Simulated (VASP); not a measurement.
A run of VASP 6.6.1 is set up as follows.

The input INCAR:

```
SYSTEM = LiSi16
PREC = Accurate
ENCUT = 520
EDIFF = 1E-7
ISMEAR = -1
SIGMA = 0.05
LREAL = Auto
LASPH = .True.
NELM = 80
ALGO = Normal
ISIF = 2
LWAVE = .False.
LCHARG = .False.
GGA = PS
NBANDS = 48
NELECT = 66.0
```

The input KPOINTS:

```
Automatic mesh
0
Gamma
  2 2 2
  0 0 0
```

The input POSCAR:

```
LiSi16
1.0
    0.0000000000      5.4300000000      5.4300000000
    5.4300000000      0.0000000000      5.4300000000
    5.4300000000      5.4300000000      0.0000000000
Si Li
16 1
Direct
   -0.0070677425      0.0022263394      0.0022281397
    0.1229650776      0.1266907976      0.1266925033
    0.0007465293     -0.0024425414      0.5005811497
    0.1229988820      0.1269948591      0.6227867143
    0.0007483084      0.5005793358     -0.0024440602
    0.1229986177      0.6227820653      0.1269982617
    0.0010025079      0.5008432493      0.5008467575
    0.1250143723      0.6250636033      0.6250623636
    0.5018530429      0.0017526482      0.0017545929
    0.6248706279      0.1243131327      0.1243249434
    0.5024813450      0.0024032014      0.4923546083
    0.6268528546      0.1267766260      0.6227391537
    0.5024850152      0.4923422989      0.0024086559
    0.6268546164      0.6227344355      0.1267801527
    0.4974956736      0.5006591022      0.5006627586
    0.6271493740      0.6227763346      0.6227807688
    0.3748601977      0.8734640122      0.8734957361
```

Potentials or basis: VASP PAW PBE potentials, release 64 (Si, Li_sv).

Command:

```console
$ cat potpaw_PBE.64/Si/POTCAR potpaw_PBE.64/Li_sv/POTCAR > POTCAR
$ mpirun -np 1 vasp_std > vasp.out
```

What does it give for the largest force?

0.039 eV/Å.

Forces in eV/Å, atoms in the order of the input:
```
Si  -0.013 -0.008 -0.009
Si   0.008 -0.004 -0.004
Si   0.008 -0.002  0.006
Si  -0.003  0.004  0.002
Si   0.008  0.006 -0.002
Si  -0.003  0.002  0.004
Si  -0.007 -0.010 -0.010
Si  -0.002 -0.001 -0.001
Si   0.001  0.006  0.006
Si   0.006  0.003  0.004
Si  -0.012 -0.005 -0.011
Si  -0.007 -0.007  0.005
Si  -0.012 -0.011 -0.005
Si  -0.007  0.005 -0.007
Si  -0.002  0.008  0.008
Si   0.006 -0.001 -0.001
Li   0.033  0.015  0.015
```

Caveat: the k points lie up to 0.50 Å⁻¹ apart; the cell carries a net charge on a neutralising background, which shifts energy and pressure; the PAW data sets were made with another functional, which shifts forces and pressure a little.
